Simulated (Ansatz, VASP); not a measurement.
# Two plane-wave programs on Hf3Te

Contents of INCAR:

```
PREC = Accurate ; ENCUT = 500
EDIFF = 1E-6 ; ISMEAR = 0
SIGMA = 0.1 ; LREAL = F
LASPH = T ; NELM = 120
ALGO = Normal ; ISIF = 2
LWAVE = F ; LCHARG = F
GGA = PE ; NBANDS = 26
GGA_COMPAT = F
```

File KPOINTS:

```
Automatic mesh
0
Gamma
  4 4 4
```

The input POSCAR:

```
Hf3Te
1.0
    4.4733156694      0.0000000000      0.0000000000
    0.0000000000      4.4733156694      0.0000000000
    0.0000000000      0.0000000000      4.4733156694
Hf Te
3 1
Direct
    0.0000000000      0.5000000000      0.5000000000
    0.5000000000      0.0000000000      0.5000000000
    0.5000000000      0.5000000000      0.0000000000
    0.0000000000      0.0000000000      0.0000000000
```

Input for Ansatz:

```yaml
crystal:
  lattice:
    - [4.4733156694, 0.0, 0.0]
    - [0.0, 4.4733156694, 0.0]
    - [0.0, 0.0, 4.4733156694]
  atoms:
    - { symbol: Hf, position: [0.0, 0.5, 0.5] }
    - { symbol: Hf, position: [0.5, 0.0, 0.5] }
    - { symbol: Hf, position: [0.5, 0.5, 0.0] }
    - { symbol: Te, position: [0.0, 0.0, 0.0] }
basis:
  ecutwfc: 420
kpoints:
  mp_grid: { grid: [4, 4, 4] }
hamiltonian:
  xc: pbe
scf:
  occupations: { method: gaussian, width: 0.1 }
  lower_state_search: "off"
output:
  forces: true
  stress: true
  eigenvalues: true
```

Alike in both runs: task single point; functional PBE; k mesh 4 × 4 × 4; occupations gaussian, width 0.1 eV; no spin polarisation.

|  | VASP | Ansatz |
| --- | --- | --- |
| version | VASP 6.6.1 | Ansatz 0.2.0 |
| potentials or method | VASP PAW PBE potentials, release 64 (Hf_pv, Te), cutoff 500 eV | scalar-relativistic, plane waves, PAW |
| valence electrons in the cell | 36 | 94 |

```csv
,VASP,Ansatz,Ansatz less VASP
gap on the k mesh at the Fermi level (eV),none,none,-
pressure (GPa),-3.9,-3.5,+0.41
```

A gap of «none» marks a metal or a gap that the smearing closes. VASP's potentials hold 36 valence electrons a cell and Ansatz's 94, so a difference there can come from the potentials and not from the codes.

Spin-orbit coupling is off throughout.
